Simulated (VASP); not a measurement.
Here is a VASP 6.6.1 calculation.

File POSCAR:

```
PbO
1.0
    3.9804038992      0.0000000000      0.0000000000
    0.0000000000      3.9804038992      0.0000000000
    0.0000000000      0.0000000000      5.0009130541
Pb O
2 2
Direct
    0.0000000000      0.5000000000      0.2366325577
    0.5000000000      0.0000000000      0.7633674423
    0.0000000000      0.0000000000      0.0000000000
    0.5000000000      0.5000000000      0.0000000000
```

INCAR.step1

```
SYSTEM = PbO
ALGO = Normal
EDIFF = 1E-4
ENCUT = 520
GGA = PE
ISMEAR = 0
LASPH = .TRUE.
LCHARG = .FALSE.
LREAL = .FALSE.
LWAVE = .TRUE.
NBANDS = 28
NELM = 80
PREC = Accurate
SIGMA = 0.01
```

Contents of INCAR.step2:

```
SYSTEM = PbO
ALGO = Normal
EDIFF = 1E-6
ENCUT = 520
ISIF = 2
ISMEAR = 0
ISTART = 1
LASPH = .TRUE.
LCHARG = .FALSE.
LMIXTAU = .TRUE.
LREAL = .FALSE.
LWAVE = .FALSE.
METAGGA = R2SCAN
NBANDS = 28
NELM = 80
PREC = Accurate
SIGMA = 0.01
```

Contents of KPOINTS:

```
k-points
0
G
  6 6 6
  0 0 0
```

Potentials or basis: VASP PAW PBE potentials, release 64 (Pb_d, O).

Command:

```console
$ cat potpaw_PBE.64/Pb_d/POTCAR potpaw_PBE.64/O/POTCAR > POTCAR
$ cp INCAR.step1 INCAR
$ mpirun -np 1 vasp_std > vasp.out
$ cp INCAR.step2 INCAR
$ mpirun -np 1 vasp_std > vasp.out
```

Problem. Predict the largest force.

Solution. 0.095 eV/Å.

Problem. What does it give for the pressure?

Solution. 1.7 GPa.

Problem. Predict the band gap on the k mesh.

Solution. 1.54 eV, indirect (least direct gap 2.69 eV).

Forces in eV/Å, atoms in the order of the input:
```
Pb   0.000  0.000  0.095
Pb   0.000  0.000 -0.095
O    0.000  0.000  0.000
O    0.000  0.000  0.000
```

Caveat: the PAW data sets were made with another functional, which shifts forces and pressure a little; spin-orbit coupling is left out, which moves the levels of the heavy elements. r2SCAN opens gaps a little over a GGA but as a rule still falls short of measured ones.
